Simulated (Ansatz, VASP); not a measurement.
Two plane-wave programs on CuI

```
CELL_PARAMETERS angstrom
0.00000 2.70074 3.04686
3.04686 0.00000 3.04686
3.04686 2.70074 0.00000
ATOMIC_POSITIONS crystal
Cu 0.75000 0.75000 0.75000
I 0.00000 0.00000 0.00000
```

Alike in both runs: task single point; functional PBE; k mesh 8 × 8 × 8; occupations gaussian, width 0.05 eV; no spin polarisation.

|  | VASP | Ansatz |
| --- | --- | --- |
| version | VASP 6.6.1 | Ansatz 0.2.0 |
| potentials or method | VASP PAW PBE potentials, release 64 (Cu, I), cutoff 520 eV | scalar-relativistic, plane waves, PAW |
| valence electrons in the cell | 18 | 36 |

|  | VASP | Ansatz | Ansatz less VASP |
| --- | --- | --- | --- |
| gap on the k mesh at the Fermi level (eV) | 1.35 | 1.32 | -0.024 |
| least direct gap on the mesh (eV) | 1.35 | 1.32 | -0.024 |
| pressure (GPa) | 5.7 | 5.7 | -0.02 |
| traceless stress, the component that is largest in VASP (GPa) | 0.89 | 0.90 | +0.018 |

VASP's potentials hold 18 valence electrons a cell and Ansatz's 36, so a difference there can come from the potentials and not from the codes.

Neither program's run includes spin-orbit coupling.
